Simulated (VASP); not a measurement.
# B17HN18 (a cell with a defect) in VASP: a series of runs

Aim: see how the results for B17HN18 (a cell with a defect) move with the level of theory and the settings. Levels: PBE, r2SCAN. Tasks: single point.

All numbers are computed with VASP 6.6.1; they aren't measurements. Logs are shortened: lines on timing, memory, paths and dates and some standing lists are left out, and cuts for length are marked.

**1. The cell of the first run**

The cell holds a defect, 36 atoms: a = 7.465 Å, b = 7.465 Å, c = 6.495 Å, α = 90.00°, β = 90.00°, γ = 120.00°.

**2. Single point, PBE, collinear spin**

Input file INCAR:

```
SYSTEM = B17HN18
ALGO     = Normal         ! electronic algorithm
EDIFF    = 1E-6           ! SCF threshold, eV
ENCUT    = 520            ! plane-wave cutoff, eV
GGA      = PE             ! functional
GGA_COMPAT= .False.      
ISIF     = 2              ! what is computed and relaxed
ISMEAR   = 0              ! smearing method
ISPIN    = 2              ! spin polarisation
ISYM     = -1           
LASPH    = .True.         ! aspherical terms in the spheres
LCHARG   = .False.        ! write CHGCAR
LORBIT   = 11             ! projections on sites
LREAL    = Auto         
LWAVE    = .False.        ! write WAVECAR
MAGMOM   = 0 0 0 0.01 0 0 0 0 0 0 0 0 0 0 0 0 0 0.04 0.01 0.09 0.01 0.02 0.02 0.02 0.01 0.35 0.02 0.05 0.01 0.05 0.01 0.35 0 0.08 0.01 0 ! initial moments
NBANDS   = 99             ! bands
NELM     = 200            ! most SCF steps
NUPDOWN  = 2.0            ! fixed moment
PREC     = Accurate       ! precision mode
SIGMA    = 0.01           ! smearing width, eV
```

Input file KPOINTS:

```
explicit points
1
Reciprocal
  0.25000000   0.25000000   0.25000000 1
```

Input file POSCAR:

```
B17HN18
1.0
    7.4650312800      0.0000000000      0.0000000000
   -3.7325156400      6.4649067300      0.0000000000
    0.0000000000      0.0000000000      6.4954828800
B N H
17 18 1
Direct
    0.1257591618      0.2054368581      0.2505458714
    0.2069922703      0.1244188541      0.7535724445
    0.1256203359      0.5384072817      0.2493902607
    0.2100229794      0.4587861447      0.7478951045
    0.1255549817      0.8721181756      0.2502062414
    0.2071572702      0.7923680018      0.7492510554
    0.4589265013      0.2055502459      0.2508718421
    0.5387596267      0.1240830295      0.7538544263
    0.4591615089      0.5386486047      0.2500269805
    0.4591564086      0.8719402261      0.2496790137
    0.5425123123      0.7931329661      0.7481566284
    0.7923256255      0.2054703449      0.2496829283
    0.8752240718      0.1290009896      0.7493681982
    0.7921360602      0.5385002383      0.2498156748
    0.8715073141      0.4604369563      0.7484991893
    0.7921213376      0.8718271401      0.2490893236
    0.8745576348      0.7937758110      0.7482995147
    0.0967050207      0.2361521133      0.7494108073
    0.2361947073      0.0944977323      0.2519715851
    0.0960232718      0.5691809950      0.7477845703
    0.2363624227      0.4278316301      0.2498021638
    0.0965349174      0.9026691786      0.7498572549
    0.2364078001      0.7612473555      0.2495430168
    0.4235729013      0.2249657877      0.7614367050
    0.5696645085      0.0946192741      0.2503432028
    0.4262833194      0.5791250877      0.7467012141
    0.5696772616      0.4278822902      0.2507839049
    0.4297261280      0.9023688948      0.7494552984
    0.5698771919      0.7614047557      0.2488914998
    0.7627964994      0.2376716354      0.7504812055
    0.9029528924      0.0945512485      0.2493771702
    0.7681161511      0.5761929411      0.7472684350
    0.9030769489      0.4279100152      0.2494717427
    0.7658362181      0.9067401031      0.7489554709
    0.9030971512      0.7613191392      0.2488146815
    0.5095539163      0.3849789899      0.7617567941
```

Potentials or basis: VASP PAW PBE potentials, release 64 (B, N, H).

The run is started by

```sh
$ cat potpaw_PBE.64/B/POTCAR potpaw_PBE.64/N/POTCAR potpaw_PBE.64/H/POTCAR > POTCAR
$ mpirun -np 1 vasp_std > vasp.out
```

OUTCAR:

```text
SYSTEM = B17HN18
   EDIFF = 1E-6
   ENCUT = 520
   GGA = PE
   ISIF = 2
   ISMEAR = 0
   ISPIN = 2
   ISYM = -1
   LASPH = .True.
   LORBIT = 11
   LREAL = Auto
   NELM = 200
   NUPDOWN = 2.0
   PREC = Accurate

 ion  position               nearest neighbor table
   1  0.126  0.205  0.251-  19 1.43  21 1.44  31 1.44
   2  0.207  0.124  0.754-  24 1.40  22 1.43  18 1.44
   3  0.126  0.538  0.249-  21 1.43  33 1.44  23 1.44
   4  0.210  0.459  0.748-  26 1.40  18 1.44  20 1.45
   5  0.126  0.872  0.250-  23 1.43  19 1.44  35 1.44
   6  0.207  0.792  0.749-  22 1.43  28 1.44  20 1.44
[... 17 lines left out ...]
  24  0.424  0.225  0.761-  36 1.04   8 1.40   2 1.40
  25  0.570  0.095  0.250-   7 1.43  12 1.44  10 1.44
  26  0.426  0.579  0.747-  11 1.39   4 1.40
  27  0.570  0.428  0.251-   9 1.43   7 1.44  14 1.44
  28  0.430  0.902  0.749-   8 1.43  11 1.44   6 1.44
  29  0.570  0.761  0.249-  10 1.43  16 1.44   9 1.44
  30  0.763  0.238  0.750-  13 1.43  15 1.44   8 1.45
  31  0.903  0.095  0.249-  12 1.43  16 1.44   1 1.44
  32  0.768  0.576  0.747-  17 1.41  15 1.42
  33  0.903  0.428  0.249-  14 1.43  12 1.44   3 1.44
  34  0.766  0.907  0.749-  17 1.43  13 1.44  11 1.44
  35  0.903  0.761  0.249-  16 1.43   5 1.44  14 1.44
  36  0.510  0.385  0.762-  24 1.04

IMPORTANT INFORMATION: All symmetrisations will be switched off!
NOSYMM: (Re-)initialisation of all symmetry stuff for point group C_1.

----------------------------------------------------------------------------------------

                                     Primitive cell

  volume of cell :     313.4768

  direct lattice vectors                    reciprocal lattice vectors
     7.465031280  0.000000000  0.000000000     0.133957912  0.077340636  0.000000000
    -3.732515640  6.464906730  0.000000000     0.000000000  0.154681273  0.000000000
     0.000000000  0.000000000  6.495482880     0.000000000  0.000000000  0.153953142

  length of vectors
     7.465031280  7.465031281  6.495482880     0.154681273  0.154681273  0.153953142

  position of ions in fractional coordinates (direct lattice)
     0.125759162  0.205436858  0.250545871
     0.206992270  0.124418854  0.753572445
     0.125620336  0.538407282  0.249390261
     0.210022979  0.458786145  0.747895105
     0.125554982  0.872118176  0.250206241
     0.207157270  0.792368002  0.749251055
[... 28 lines left out ...]
     0.903097151  0.761319139  0.248814682
     0.509553916  0.384978990  0.761756794

  ion indices of the primitive-cell ions
   primitive index   ion index
                 1           1
[... 105 lines left out ...]

 Free energy of the ion-electron system (eV)
  ---------------------------------------------------
  ext. energy  EPLUGINS =         0.00000000
  ---------------------------------------------------
  free energy    TOTEN  =      -305.69689298 eV

  energy without entropy =     -305.69689298  energy(sigma->0) =     -305.69689298

 E-fermi :   2.3409     XC(G=0): -10.1698

 val. band max:        2.3417046981   @ k =   0.2500   0.2500   0.2500
 cond. band min:       2.5082948247   @ k =   0.2500   0.2500   0.2500
 fundamental gap:      0.1665901265
 Fermi energy:         2.4209185500

 spin component 1

 k-point     1 :       0.2500    0.2500    0.2500
  band No.  band energies     occupation
      1     -15.2488      1.00000
      2     -14.9688      1.00000
      3     -14.7613      1.00000
      4     -14.6836      1.00000
      5     -14.5304      1.00000
      6     -14.1813      1.00000
[... 75 lines left out ...]
     82       9.1379      0.00000
     83       9.3262      0.00000
 Fermi energy:         2.3408991071

 spin component 2

 k-point     1 :       0.2500    0.2500    0.2500
  band No.  band energies     occupation
      1     -15.2146      1.00000
      2     -14.8715      1.00000
      3     -14.7148      1.00000
      4     -14.6528      1.00000
      5     -14.4179      1.00000
      6     -13.9965      1.00000
[... 75 lines left out ...]
     82       9.1776      0.00000
     83       9.3806      0.00000
 [bands above 83 left out]

------------------------ aborting loop because EDIFF is reached ----------------------------------------

  FORCE on cell =-STRESS in cart. coord.  units (eV):
  Direction    XX          YY          ZZ          XY          YZ          ZX
  --------------------------------------------------------------------------------------
  -------------------------------------------------------------------------------------
  Total       21.5438772     33.0515912      5.6354346      3.0273502     -0.3293309     -0.2819288
  in kB      110.1105951    168.9264351     28.8026641     15.4727644     -1.6832079     -1.4409360
  external PRESSURE =     102.6132315 kB  Pullay stress =       0.0000000 kB

 VOLUME and BASIS-vectors are now :
 -----------------------------------------------------------------------------
  energy-cutoff  :      520.00
  volume of cell :      313.48
      direct lattice vectors                 reciprocal lattice vectors
     7.465031280  0.000000000  0.000000000     0.133957912  0.077340636  0.000000000
    -3.732515640  6.464906730  0.000000000     0.000000000  0.154681273  0.000000000
     0.000000000  0.000000000  6.495482880     0.000000000  0.000000000  0.153953142

 POSITION                                       TOTAL-FORCE (eV/Angst)
 -----------------------------------------------------------------------------------
      0.17200      1.32813      1.62742         0.004551      0.002308      0.001525
      1.08081      0.80436      4.89482         0.000473      0.001628      0.000287
     -1.07185      3.48075      1.61991         0.002888     -0.001714      0.001686
     -0.14460      2.96601      4.85794         0.002509     -0.010477     -0.005087
     -2.31792      5.63816      1.62521         0.001393     -0.001094     -0.001341
     -1.41109      5.12259      4.86675         0.006176      0.005328     -0.003202
[... 28 lines left out ...]
      3.90001      4.92186      1.61617        -0.002003      0.003260      0.004799
      2.36690      2.48885      4.94798        -0.009415      0.010621     -0.001919
 -----------------------------------------------------------------------------------
    total drift:                                0.005481     -0.000099      0.000281

  FREE ENERGIE OF THE ION-ELECTRON SYSTEM (eV)
  ---------------------------------------------------
  free  energy   TOTEN  =      -305.6968929824 eV

  energy  without entropy=     -305.6968929824  energy(sigma->0) =     -305.69689298

 total charge

# of ion       s       p       d       tot
------------------------------------------
    1        0.757   1.450   0.000   2.207
    2        0.767   1.491   0.000   2.258
    3        0.757   1.449   0.000   2.206
    4        0.761   1.464   0.000   2.226
    5        0.757   1.450   0.000   2.207
    6        0.759   1.451   0.000   2.210
[... 28 lines left out ...]
   35        1.232   2.806   0.000   4.038
   36        0.596   0.102   0.000   0.699
--------------------------------------------------
tot         35.795  74.970   0.000 110.765

 magnetization (x)

# of ion       s       p       d       tot
------------------------------------------
    1       -0.000  -0.002   0.000  -0.002
    2       -0.000  -0.000   0.000  -0.000
    3       -0.000  -0.001   0.000  -0.002
    4        0.001   0.007   0.000   0.008
    5       -0.000  -0.002   0.000  -0.003
    6       -0.001   0.001   0.000  -0.000
[... 28 lines left out ...]
   35        0.000   0.015   0.000   0.015
   36       -0.001   0.003   0.000   0.002
--------------------------------------------------
tot          0.068   1.402   0.000   1.471
```

Wall time 5.9 min (1 thread of Intel Xeon Platinum 8259CL at 2.50GHz (Skylake/Cascade Lake), shared host); peak memory 0.5 GiB.

Results:

| Item | Value |
| --- | --- |
| Free energy | -305.6969 eV |
| Pressure | 10.3 GPa |
| Largest force | 0.027 eV/Å |
| Net moment | 2.00 μB per cell |
| Site moments | B -0.00, +0.01, +0.00, -0.01 (each value once); N +0.05, +0.01, +0.11, +0.03, +0.02, +0.46, +0.06, +0.44, +0.10 (each value once); H +0.00 μB |
| Valence electrons inside the program's atomic spheres | B 2.21, 2.26, 2.23, 2.20, 2.25 (each value once); N 4.04, 4.00, 4.03, 4.07, 3.88, 3.86 (each value once); H 0.70 |

Forces in eV/Å, atoms in the order of the input:
```
B    0.005  0.002  0.002
B    0.000  0.002  0.000
B    0.003 -0.002  0.002
B    0.003 -0.010 -0.005
B    0.001 -0.001 -0.001
B    0.006  0.005 -0.003
B    0.003 -0.004 -0.003
B   -0.001  0.008  0.004
B    0.005 -0.006 -0.003
B    0.003  0.000 -0.001
B    0.011 -0.004 -0.004
B    0.001  0.000  0.000
B   -0.008  0.007 -0.001
B    0.002 -0.007 -0.002
B   -0.002 -0.008 -0.002
B    0.005  0.000 -0.001
B   -0.006  0.009 -0.001
N    0.012  0.006 -0.001
N   -0.002  0.002  0.004
N    0.010 -0.010  0.005
N   -0.004  0.000 -0.003
N   -0.010 -0.005 -0.001
N   -0.002 -0.001  0.001
N    0.001  0.013 -0.002
N   -0.005  0.004  0.005
N    0.020  0.001  0.010
N   -0.006  0.007  0.002
N   -0.006  0.004 -0.002
N   -0.006  0.001  0.003
N    0.008 -0.009 -0.005
N   -0.005  0.000  0.002
N   -0.023 -0.014  0.003
N   -0.004  0.004  0.001
N    0.001 -0.008 -0.005
N   -0.002  0.003  0.005
H   -0.009  0.011 -0.002
```

Caveat: the total moment is fixed, so each spin has its own Fermi level and the state may be an excited one.

**3. Single point, PBE, collinear spin**

INCAR is that of step 2.

KPOINTS is that of step 2.

Input file POSCAR:

```
B17HN18
1.0
    7.4650312800      0.0000000000      0.0000000000
   -3.7325156400      6.4649067300      0.0000000000
    0.0000000000      0.0000000000      6.4954828800
B N H
17 18 1
Direct
    0.1257592916      0.2054366514      0.2505458791
    0.2069921301      0.1244190354      0.7535725262
    0.1256204657      0.5384070820      0.2493902414
    0.2100228680      0.4587863565      0.7478949284
    0.1255551220      0.8721179782      0.2502062360
    0.2071571377      0.7923681915      0.7492510845
    0.4589266350      0.2055500526      0.2508717906
    0.5387594914      0.1240832308      0.7538545316
    0.4591616334      0.5386484124      0.2500269377
    0.4591565390      0.8719400275      0.2496790157
    0.5425121897      0.7931331452      0.7481564616
    0.7923257591      0.2054701464      0.2496829532
    0.8752239287      0.1290011851      0.7493682134
    0.7921361907      0.5385000438      0.2498156189
    0.8715071917      0.4604371755      0.7484993089
    0.7921214664      0.8718269378      0.2490893429
    0.8745575039      0.7937760080      0.7482995935
    0.0967048937      0.2361523173      0.7494107591
    0.2361948421      0.0944975349      0.2519715654
    0.0960231517      0.5691812012      0.7477846101
    0.2363625530      0.4278314307      0.2498020906
    0.0965347950      0.9026693771      0.7498573192
    0.2364079343      0.7612471646      0.2495430192
    0.4235727589      0.2249659845      0.7614369155
    0.5696646450      0.0946190782      0.2503432149
    0.4262832103      0.5791252710      0.7467006099
    0.5696773900      0.4278820871      0.2507837589
    0.4297260066      0.9023691007      0.7494552875
    0.5698773221      0.7614045599      0.2488915039
    0.7627963717      0.2376718496      0.7504812807
    0.9029530266      0.0945510429      0.2493772681
    0.7681160432      0.5761931539      0.7472686403
    0.9030770830      0.4279098154      0.2494717246
    0.7658360993      0.9067403115      0.7489554432
    0.9030972825      0.7613189350      0.2488146667
    0.5095536761      0.3849791604      0.7617570795
```

Potentials or basis: VASP PAW PBE potentials, release 64 (B, N, H).

The run is started by

```sh
$ cat potpaw_PBE.64/B/POTCAR potpaw_PBE.64/N/POTCAR potpaw_PBE.64/H/POTCAR > POTCAR
$ mpirun -np 1 vasp_std > vasp.out
```

It took 6.3 min on 1 thread of Intel Xeon Platinum 8259CL at 2.50GHz (Skylake/Cascade Lake), shared host; peak memory 0.5 GiB.

The run converged. Its results:

- Free energy: -305.6969 eV
- Pressure: 10.3 GPa
- Largest force: 0.027 eV/Å
- Net moment: 2.00 μB per cell
- Site moments: B -0.00, +0.01, +0.00, -0.01 (each value once); N +0.05, +0.01, +0.11, +0.03, +0.02, +0.46, +0.06, +0.44, +0.10 (each value once); H +0.00 μB
- Valence electrons inside the program's atomic spheres: B 2.21, 2.26, 2.23, 2.20, 2.25 (each value once); N 4.04, 4.00, 4.03, 4.07, 3.88, 3.86 (each value once); H 0.70

Forces on the atoms (eV/Å):
```
B    0.005  0.002  0.002
B    0.000  0.002  0.000
B    0.003 -0.002  0.002
B    0.003 -0.010 -0.005
B    0.001 -0.001 -0.001
B    0.006  0.005 -0.003
B    0.003 -0.004 -0.003
B   -0.001  0.008  0.004
B    0.005 -0.006 -0.003
B    0.003  0.000 -0.001
B    0.011 -0.004 -0.004
B    0.001  0.000  0.000
B   -0.008  0.007 -0.001
B    0.002 -0.007 -0.002
B   -0.002 -0.008 -0.002
B    0.005  0.000 -0.001
B   -0.006  0.009 -0.001
N    0.012  0.006 -0.001
N   -0.002  0.002  0.004
N    0.010 -0.010  0.005
N   -0.004  0.000 -0.003
N   -0.010 -0.005 -0.001
N   -0.002 -0.001  0.001
N    0.001  0.013 -0.002
N   -0.005  0.004  0.005
N    0.020  0.001  0.010
N   -0.006  0.007  0.002
N   -0.006  0.004 -0.002
N   -0.006  0.001  0.003
N    0.008 -0.009 -0.005
N   -0.005  0.000  0.002
N   -0.023 -0.014  0.003
N   -0.004  0.004  0.001
N    0.001 -0.008 -0.005
N   -0.002  0.003  0.005
H   -0.009  0.011 -0.002
```

Stress tensor (GPa, compression positive):
```
11.01  1.55 -0.14
 1.55 16.89 -0.17
-0.14 -0.17  2.88
```

Caveat: the total moment is fixed, so each spin has its own Fermi level and the state may be an excited one.

(Part 1 of 2 ends here.)
